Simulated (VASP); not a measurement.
Crystal: S.

```
CELL_PARAMETERS angstrom
7.84837 0.00000 0.00000
-3.92419 6.79689 0.00000
0.00000 0.00000 4.37185
ATOMIC_POSITIONS crystal
S 0.10747 0.10747 0.50000
S 0.44971 0.68979 0.73359
S 0.68979 0.44971 0.26641
S 0.89253 0.00000 0.16667
S 0.24008 0.55029 0.06693
S 0.31021 0.75992 0.40026
S 0.55029 0.24008 0.93307
S 0.75992 0.31021 0.59974
S 0.00000 0.89253 0.83333
```

```yaml
Program: VASP 6.6.1
Task: relaxation of cell and atoms
Functional: PBEsol
Potentials_or_basis: VASP PAW PBE potentials, release 64 (S)
Cutoff: 480 eV
k_mesh: 6 × 6 × 6
Occupations: gaussian, width 0.02 eV
Spin: no spin polarisation
```

At the start: pressure -0.2 GPa; volume 25.91 Å³/atom.

**Question.** How do energy, volume and symmetry change on relaxing?

**Answer.** Over 71 steps the energy falls by 3.7 meV/atom and the volume is 23.98 Å³/atom (-7.4 %); space group P3_221 (No. 154, to 0.1 Å) before and after.

The path:
| step | energy change (eV) | largest force (eV/Å) | pressure (GPa) | volume (Å³) |
| --- | --- | --- | --- | --- |
| 1 | 0.0000 | 0.0938 | -0.19 | 233.21 |
| 3 | -0.0057 | 0.0652 | -0.39 | 230.83 |
| 5 | -0.0102 | 0.0411 | 0.06 | 227.35 |
| 7 | -0.0125 | 0.0511 | 0.15 | 225.70 |
| 9 | -0.0264 | 0.0523 | 0.14 | 217.76 |
| 11 | -0.0284 | 0.0645 | 0.20 | 214.12 |
| 13 | -0.0293 | 0.0393 | -0.04 | 214.76 |
| 15 | -0.0295 | 0.0148 | 0.01 | 214.73 |
| 17 | -0.0295 | 0.0081 | -0.02 | 214.79 |
| 19 | -0.0296 | 0.0206 | 0.04 | 214.58 |
| 21 | -0.0296 | 0.0255 | 0.05 | 214.51 |
| 23 | -0.0297 | 0.0245 | 0.05 | 214.46 |
| 25 | -0.0298 | 0.0204 | 0.04 | 214.26 |
| 27 | -0.0302 | 0.0389 | 0.01 | 213.46 |
| 29 | -0.0304 | 0.0134 | 0.04 | 213.22 |
| 31 | -0.0304 | 0.0122 | 0.02 | 213.31 |
| 33 | -0.0305 | 0.0138 | -0.03 | 213.60 |
| 35 | -0.0307 | 0.0074 | 0.00 | 213.66 |
| 37 | -0.0309 | 0.0191 | 0.03 | 213.85 |
| 39 | -0.0310 | 0.0566 | -0.10 | 214.80 |
| 41 | -0.0313 | 0.0106 | 0.02 | 214.44 |
| 43 | -0.0314 | 0.0100 | 0.03 | 214.60 |
| 45 | -0.0314 | 0.0635 | -0.01 | 215.95 |
| 47 | -0.0317 | 0.0167 | -0.02 | 215.51 |
| 49 | -0.0318 | 0.0153 | -0.02 | 215.81 |
| 51 | -0.0319 | 0.0234 | 0.02 | 215.92 |
| 53 | -0.0321 | 0.0094 | 0.01 | 216.19 |
| 55 | -0.0323 | 0.0289 | -0.08 | 216.52 |
| 57 | -0.0326 | 0.0264 | -0.01 | 216.45 |
| 59 | -0.0326 | 0.0359 | 0.02 | 216.41 |
| 61 | -0.0326 | 0.0204 | 0.00 | 216.43 |
| 63 | -0.0328 | 0.0112 | -0.03 | 216.30 |
| 65 | -0.0329 | 0.0074 | -0.02 | 216.06 |
| 67 | -0.0329 | 0.0051 | 0.01 | 216.00 |
| 69 | -0.0329 | 0.0072 | 0.01 | 215.94 |
| 71 | -0.0330 | 0.0038 | -0.01 | 215.86 |

Final structure:
```
S
1.0
     7.56482    0.00000    0.00000
    -3.78241    6.55133    0.00000
     0.00000    0.00000    4.35557
S
9
Direct
  0.11234 0.11234 0.50000
  0.44864 0.67474 0.76788
  0.67474 0.44864 0.23212
  0.88766 0.00000 0.16667
  0.22610 0.55136 0.10121
  0.32526 0.77390 0.43454
  0.55136 0.22610 0.89879
  0.77390 0.32526 0.56546
  0.00000 0.88766 0.83333
```

Caveat: the PAW data sets were made with another functional, which shifts forces and pressure a little.
